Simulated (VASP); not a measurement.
## Sr4Ti4O11 (a cell with a defect): single point with r2SCAN

System: Sr4Ti4O11 (a cell with a defect).

```
CELL_PARAMETERS angstrom
-3.90727 3.90727 3.90727
3.90727 -3.90727 3.90727
3.90727 3.90727 -3.90727
ATOMIC_POSITIONS crystal
Sr 0.50000 0.99005 0.49830
Sr 0.00000 0.49893 0.50107
Sr 0.00000 0.99893 0.00107
Sr 0.50000 0.50170 0.00995
Ti 0.50000 0.50944 0.49056
Ti 0.99257 0.98301 0.50955
Ti 0.00744 0.49045 0.01699
Ti 0.50000 0.99552 0.00448
O 0.50000 0.35292 0.64708
O 0.24985 0.00992 0.73993
O 0.22653 0.47590 0.25063
O 0.76399 0.01369 0.25031
O 0.77347 0.74937 0.52410
O 0.75015 0.26007 0.99008
O 0.23601 0.74969 0.98631
O 0.50000 0.25947 0.23956
O 0.00000 0.76275 0.23725
O 0.00000 0.26275 0.73725
O 0.50000 0.76044 0.74053
```

```yaml
Program: VASP 6.6.1
Task: single point
Functional: r2SCAN
Potentials_or_basis: VASP PAW PBE potentials, release 64 (Sr_sv, Ti_sv, O)
Cutoff: 520 eV
k_mesh: 2 × 2 × 2, shifted
Occupations: gaussian, width 0.02 eV
Spin: no spin polarisation
```

The largest force is 0.203 eV/Å.

Forces in eV/Å, atoms in the order of the input:
```
Sr  -0.048  0.010 -0.010
Sr   0.000  0.005 -0.005
Sr   0.000  0.005 -0.005
Sr   0.048  0.010 -0.010
Ti   0.000 -0.111  0.111
Ti   0.000 -0.144  0.144
Ti   0.000 -0.144  0.144
Ti   0.000 -0.065  0.065
O    0.000  0.141 -0.141
O    0.000  0.124  0.005
O    0.000  0.076 -0.009
O    0.000  0.073 -0.004
O    0.000  0.009 -0.076
O    0.000 -0.005 -0.124
O    0.000  0.004 -0.073
O    0.015  0.008 -0.008
O    0.000 -0.002  0.002
O    0.000 -0.002  0.002
O   -0.015  0.008 -0.008
```

Levels at points of the mesh, in eV from the Fermi level:
```
           k point  band 73  band 74  band 75  band 76  band 77  band 78  band 79  band 80
(0.25, 0.25, 0.25)    -0.60    -0.57    -0.52    -0.50     3.23     3.43     3.47     3.55
```

Wall time 3.9 min on 1 thread of Intel(R) Xeon(R) 6975P-C (Granite Rapids), on a shared host, peak memory 0.4 GiB.

Caveat: the k points lie up to 0.57 Å⁻¹ apart; the cell carries a net charge on a neutralising background, which shifts energy and pressure; the cell is charged against a uniform background, so pressure and absolute levels hang on convention; the PAW data sets were made with another functional, which shifts forces and pressure a little.
